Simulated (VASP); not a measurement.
Crystal: CsBr.

```
Cs Br
1.0
     4.31938    0.00000    0.00000
     0.00000    4.31938    0.00000
     0.00000    0.00000    4.31938
Cs Br
1 1
Direct
  0.00000 0.00000 0.00000
  0.50000 0.50000 0.50000
```

Base run:

| Quantity | Value |
| --- | --- |
| Program | VASP 6.6.1 |
| Functional | PBE |
| Potentials or basis | VASP PAW PBE potentials, release 64 (Cs_sv, Br) |
| Cutoff | 500 eV |
| k mesh | 6 × 6 × 6 |
| Occupations | gaussian, width 0.01 eV |
| Spin | no spin polarisation |

Its results: band gap on the k mesh 4.43 eV, indirect (least direct gap 4.43 eV); pressure 0.7 GPa.

**Question.** The run is repeated on the same cell with these changes: functional from PBE to r2SCAN; cutoff from 500 eV to 550 eV. What comes out?

**Answer.** Band gap on the k mesh 5.19 eV, indirect (the least direct gap lies 4.8 meV higher); pressure 0.1 GPa.

r2SCAN gives the wider gap, since meta-GGAs in the generalised Kohn-Sham scheme recover part of the derivative discontinuity.

Caveats: spin-orbit coupling is left out, which moves the levels of the heavy elements; the PAW data sets were made with another functional, which shifts forces and pressure a little (some runs).

A k mesh can miss the band edges.
